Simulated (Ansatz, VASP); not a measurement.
Two plane-wave programs on WS2

INCAR

```
SYSTEM = WS2
  ALGO = Normal
  EDIFF = 1E-6
  ENCUT = 520
  GGA = PS
  ISIF = 2
  ISMEAR = 0
  LASPH = .True.
  LCHARG = .True.
  LELF = .True.
  LREAL = .False.
  LVHAR = .True.
  LWAVE = .False.
  NBANDS = 20
  NELM = 80
  PREC = Accurate
  SIGMA = 0.05
```

KPOINTS

```
k-points
0
Gamma
  12 12 12
  0 0 0
```

POSCAR

```
WS2
1.0
    1.5265893002      0.8813767434      6.1793507999
   -1.5265893002      0.8813767434      6.1793507999
    0.0000000000     -1.7627534868      6.1793507999
W S
1 2
Direct
    0.9993284863      0.9993284863      0.9993284863
    0.7479630314      0.7479630314      0.7479630314
    0.5840084823      0.5840084823      0.5840084823
```

Input for Ansatz:

```yaml
crystal:
  lattice:
    - [1.5265893002, 0.8813767434, 6.1793507999]
    - [-1.5265893002, 0.8813767434, 6.1793507999]
    - [0.0, -1.7627534868, 6.1793507999]
  atoms:
    - { symbol: W, position: [0.9993284863, 0.9993284863, 0.9993284863] }
    - { symbol: S, position: [0.7479630314, 0.7479630314, 0.7479630314] }
    - { symbol: S, position: [0.5840084823, 0.5840084823, 0.5840084823] }
basis:
  ecutwfc: 420
kpoints:
  mp_grid: { grid: [12, 12, 12] }
hamiltonian:
  xc: pbesol
scf:
  occupations: { method: gaussian, width: 0.05 }
output:
  forces: true
  stress: true
  eigenvalues: true
```

Change from the starting cell: strain -0.030 along x and y, -0.030 along z, atoms carried along.

Alike in both runs: task single point; functional PBEsol; k mesh 12 × 12 × 12; occupations gaussian, width 0.05 eV; no spin polarisation.

|  | VASP | Ansatz |
| --- | --- | --- |
| version | VASP 6.6.1 | Ansatz 0.2.0 |
| potentials or method | VASP PAW PBE potentials, release 64 (W_sv, S), cutoff 520 eV | scalar-relativistic, plane waves, PAW |
| valence electrons in the cell | 26 | 26 |

|  | VASP | Ansatz | Ansatz less VASP |
| --- | --- | --- | --- |
| gap on the k mesh at the Fermi level (eV) | 1.10 | 1.08 | -0.018 |
| least direct gap on the mesh (eV) | 2.17 | 2.17 | -0.007 |
| pressure (GPa) | 18.5 | 18.3 | -0.19 |
| traceless stress, the component that is largest in VASP (GPa) | 0.92 | 0.91 | -0.011 |
| rms of the force components (eV/Å) | 0.904 | 0.892 | -0.0118 |

VASP's potentials were made for PBE, not for PBEsol. Atom by atom the forces differ by 0.012 eV/Å (rms over components).

Spin-orbit coupling is off throughout.
